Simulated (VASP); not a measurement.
A run of VASP 6.6.1:

Contents of INCAR:

```
PREC = Accurate
ENCUT = 520
EDIFF = 1E-8
ISMEAR = -1
SIGMA = 0.05
LREAL = False
LASPH = True
NELM = 60
ALGO = Normal
ISIF = 2
LWAVE = False
LCHARG = False
GGA = PS
LEFG = True
NBANDS = 12
```

File KPOINTS:

```
Automatic mesh
0
Gamma
  9 9 14
```

POSCAR

```
Be
1.0
    3.8217502800      0.0000000000      0.0000000000
    0.0000000000      3.8217502800      0.0000000000
    0.0000000000      0.0000000000      2.2812800000
Be
4
Direct
    0.2974080000      0.2974080000      0.0000000000
    0.7025920000      0.7025920000      0.0000000000
    0.2025920000      0.7974080000      0.5000000000
    0.7974080000      0.2025920000      0.5000000000
```

Potentials or basis: VASP PAW PBE potentials, release 64 (Be).

The run is started by

```console
$ cat potpaw_PBE.64/Be/POTCAR > POTCAR
$ mpirun -np 1 vasp_std > vasp.out
```

Hardware: 1 thread of Intel(R) Xeon(R) Platinum 8375C CPU @ 2.90GHz (Ice Lake), with other jobs on the host.

Question: Estimate the wall time of this run.

Answer: Wall time 19 s on 1 thread of Intel(R) Xeon(R) Platinum 8375C CPU @ 2.90GHz (Ice Lake), with other jobs on the host, peak memory 0.15 GiB. Counts: scf iterations 11, k points 120.
